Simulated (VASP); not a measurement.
Input of a VASP 6.6.1 run:

INCAR

```
SYSTEM = Si2W
  PREC = Accurate
  ENCUT = 520
  EDIFF = 1E-6
  ISMEAR = -1
  SIGMA = 0.05
  LREAL = .False.
  LASPH = .True.
  NELM = 60
  ALGO = Normal
  ISIF = 2
  LWAVE = .False.
  LCHARG = .False.
  GGA = PE
  NBANDS = 18
  ISYM = 0
```

File KPOINTS:

```
regular mesh
0
Gamma
  11 11 14
  0 0 0
```

POSCAR

```
Si2W
1.0
   -1.6060000000      1.6060000000      3.8612000000
    1.6060000000     -1.6060000000      3.8612000000
    1.6060000000      1.6060000000     -3.8612000000
Si W
2 1
Direct
    0.3330000000      0.3330000000      0.0000000000
    0.6670000000      0.6670000000      0.0000000000
    0.0000000000      0.0000000000      0.0000000000
```

Potentials or basis: VASP PAW PBE potentials, release 64 (Si, W_sv).

Launch:

```console
$ cat potpaw_PBE.64/Si/POTCAR potpaw_PBE.64/W_sv/POTCAR > POTCAR
$ mpirun -np 1 vasp_std > vasp.out
```

Q: Estimate the largest force.

A: 0.190 eV/Å.

Q: Estimate the pressure.

A: 7.1 GPa.

Stress tensor (GPa, compression positive):
```
 4.76  0.07  0.01
 0.07  4.76  0.01
 0.01  0.01 11.78
```

Caveat: the cell differs from its parent crystal (zz strain of -2 %); the cell stands under pressure.
